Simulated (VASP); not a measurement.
# GaN: single point with r2SCAN

GaN:

```
Ga N
1.0
     3.14818    0.00000    0.00000
    -1.57409    2.72641    0.00000
     0.00000    0.00000    5.12675
Ga N
2 2
Direct
  0.33333 0.66667 0.99916
  0.66667 0.33333 0.49916
  0.33333 0.66667 0.37584
  0.66667 0.33333 0.87584
```

```yaml
Program: VASP 6.6.1
Task: single point
Functional: r2SCAN
Potentials_or_basis: VASP PAW PBE potentials, release 64 (Ga_d, N)
Cutoff: 520 eV
k_mesh: 8 × 8 × 4
Occupations: gaussian, width 0.01 eV
Spin: no spin polarisation
```

The pressure is 8.2 GPa and the largest force is 0.005 eV/Å. The band gap on the k mesh is 2.57 eV, direct.

Forces in eV/Å, atoms in the order of the input:
```
Ga   0.000  0.000  0.005
Ga   0.000  0.000  0.005
N    0.000  0.000 -0.005
N    0.000  0.000 -0.005
```

Stress tensor (GPa, compression positive):
```
8.25 0.00 0.00
0.00 8.25 0.00
0.00 0.00 8.05
```

Levels at points of the mesh, in eV from the valence-band top:
| k point | band 16 | band 17 | band 18 | band 19 | band 20 | band 21 |
| --- | --- | --- | --- | --- | --- | --- |
| (0.00, 0.00, 0.00) | -0.04 | 0.00 | 0.00 | 2.57 | 5.04 | 10.17 |
| (0.50, 0.00, 0.00) | -2.96 | -2.34 | -1.08 | 5.68 | 6.31 | 6.66 |
| (0.00, 0.00, 0.50) | -0.57 | -0.57 | -0.57 | 4.99 | 4.99 | 9.37 |
| (0.50, 0.00, 0.50) | -2.09 | -2.03 | -2.03 | 5.00 | 5.00 | 8.63 |

It took 49 s on 1 thread of Intel(R) Xeon(R) 6975P-C (Granite Rapids), on a shared host, peak memory 0.18 GiB.

Caveat: the PAW data sets were made with another functional, which shifts forces and pressure a little. r2SCAN opens gaps a little over a GGA but as a rule still falls short of measured ones.
